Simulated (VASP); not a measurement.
Input of a VASP 6.6.1 run:

INCAR

```
PREC = Accurate ; ENCUT = 520
EDIFF = 1E-6 ; ISMEAR = 0
SIGMA = 0.15 ; LREAL = False
LASPH = True ; NELM = 80
ALGO = Normal ; ISIF = 2
LWAVE = False ; LCHARG = False
GGA = CA ; NBANDS = 13
```

Contents of KPOINTS:

```
regular mesh
0
Gamma
  18 18 18
```

Contents of POSCAR:

```
Mo
1.0
    2.8175757091      0.0000000000      0.0000000000
   -1.4087878546      2.4400921412      0.0000000000
    0.0000000000      0.0000000000      2.6318361210
Mo
1
Direct
    0.0000000000      0.0000000000      0.5000000000
```

Potentials or basis: VASP PAW LDA potentials, release 64 (Mo_sv).

Command:

```bash
$ cat potpaw_LDA.64/Mo_sv/POTCAR > POTCAR
$ mpirun -np 1 vasp_std > vasp.out
```

(1) Estimate the band gap on the k mesh.

(2) Predict the pressure.

Results:

(1) zero (band 7 reaches 11.00 eV, above the bottom of band 8 at 9.34 eV).

(2) -22.3 GPa.

Caveat: the cell differs from its parent crystal (strain +0.030 along x and y, +0.030 along z).
